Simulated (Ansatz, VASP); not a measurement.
One calculation of RbBr, two programs

Contents of INCAR:

```
SYSTEM = RbBr
PREC = Accurate ; ENCUT = 520
EDIFF = 1E-8 ; ISMEAR = -1
SIGMA = 0.03 ; LREAL = .False.
LASPH = .True. ; NELM = 60
ALGO = Normal ; ISIF = 2
LWAVE = .False. ; LCHARG = .False.
GGA = PE ; LEFG = .True.
NBANDS = 15
```

KPOINTS

```
regular mesh
0
Gamma
  7 7 7
  0 0 0
```

POSCAR

```
RbBr
1.0
    0.0000000000      3.4275000000      3.4275000000
    3.4275000000      0.0000000000      3.4275000000
    3.4275000000      3.4275000000      0.0000000000
Rb Br
1 1
Direct
    0.0000000000      0.0000000000      0.0000000000
    0.5043763676      0.5043763676      0.4956236324
```

Input for Ansatz:

```yaml
crystal:
  lattice:
    - [0.0, 3.4275, 3.4275]
    - [3.4275, 0.0, 3.4275]
    - [3.4275, 3.4275, 0.0]
  atoms:
    - { symbol: Rb, position: [0.0, 0.0, 0.0] }
    - { symbol: Br, position: [0.5043763676, 0.5043763676, 0.4956236324] }
kpoints:
  mp_grid: { grid: [7, 7, 7] }
scf:
  occupations: { method: fermi_dirac, width: 0.03 }
hamiltonian:
  xc: pbe
  pseudopotentials: { kind: paw }
output:
  forces: true
  stress: true
  eigenvalues: true
  efg: { contact_densities: true }
```

Alike in both runs: task electric field gradients; functional PBE; k mesh 7 × 7 × 7; occupations fermi-dirac, width 0.03 eV; no spin polarisation.

```csv
,VASP,Ansatz
version,VASP 6.6.1,Ansatz 0.2.0
potentials or method,"VASP PAW PBE potentials, release 64 (Rb_sv, Br)","PAW with Ansatz's default frozen-core files, scalar-relativistic"
plane-wave cutoff (eV),520,420
valence electrons in the cell,16,16
```

|  | VASP | Ansatz | Ansatz less VASP |
| --- | --- | --- | --- |
| gap on the k mesh at the Fermi level (eV) | 4.36 | 4.36 | +0.002 |
| pressure (GPa) | 1.0 | 1.0 | -0.03 |
| rms of the force components (eV/Å) | 0.022 | 0.022 | -0.0002 |
| size of Vzz on the site where it differs most (V/Å²) | 0.1 | 0.1 | +0.01 |

Atom by atom the forces differ by 0.000 eV/Å (rms over components).
